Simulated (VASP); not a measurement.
A run of VASP 6.6.1:

INCAR

```
SYSTEM = AsC3N3
PREC = Accurate
ENCUT = 520
EDIFF = 1E-6
ISMEAR = -1
SIGMA = 0.02
LREAL = .False.
LASPH = .True.
NELM = 100
ALGO = Normal
ISIF = 2
LWAVE = .False.
LCHARG = .False.
GGA = PE
NBANDS = 45
```

Contents of KPOINTS:

```
Automatic mesh
0
Gamma
  5 5 4
  0 0 0
```

POSCAR

```
AsC3N3
1.0
    4.5950000000     -3.4500000000      0.0000000000
    4.5950000000      3.4500000000      0.0000000000
   -1.7325700000      0.0000000000      8.4876164000
As C N
2 6 6
Direct
    0.2952468783      0.2945267898      0.2641234769
    0.7054732102      0.7047531217      0.7358765231
   -0.0018922994      0.4335958597      0.3698149252
    0.5664041403      1.0018922994      0.6301850748
    0.2377489335      0.9674861750      0.2500289688
    0.0325138250      0.7622510665      0.7499710312
    0.0909825372      0.3432696907      0.0599420733
    0.6567303093      0.9090174628      0.9400579267
    0.9813323561      0.3897136826      0.9391211604
    0.6102863174      0.0186676439      0.0608788396
    0.2231439025      0.7697530721      0.2485792353
    0.2302469279      0.7768560975      0.7514207647
    0.8349680951      0.5271851333      0.4413437729
    0.4728148667      0.1650319049      0.5586562271
```

Potentials or basis: VASP PAW PBE potentials, release 64 (As, C, N).

Launch:

```bash
$ cat potpaw_PBE.64/As/POTCAR potpaw_PBE.64/C/POTCAR potpaw_PBE.64/N/POTCAR > POTCAR
$ mpirun -np 1 vasp_std > vasp.out
```

Hardware: 1 thread of Intel(R) Xeon(R) 6975P-C (Granite Rapids), with other jobs on the host.

**Question.** Estimate the wall time of this run.

**Answer.** Wall time 4.3 min on 1 thread of Intel(R) Xeon(R) 6975P-C (Granite Rapids) (shared host), peak memory 0.58 GiB. Counts: scf iterations 15, k points 33.
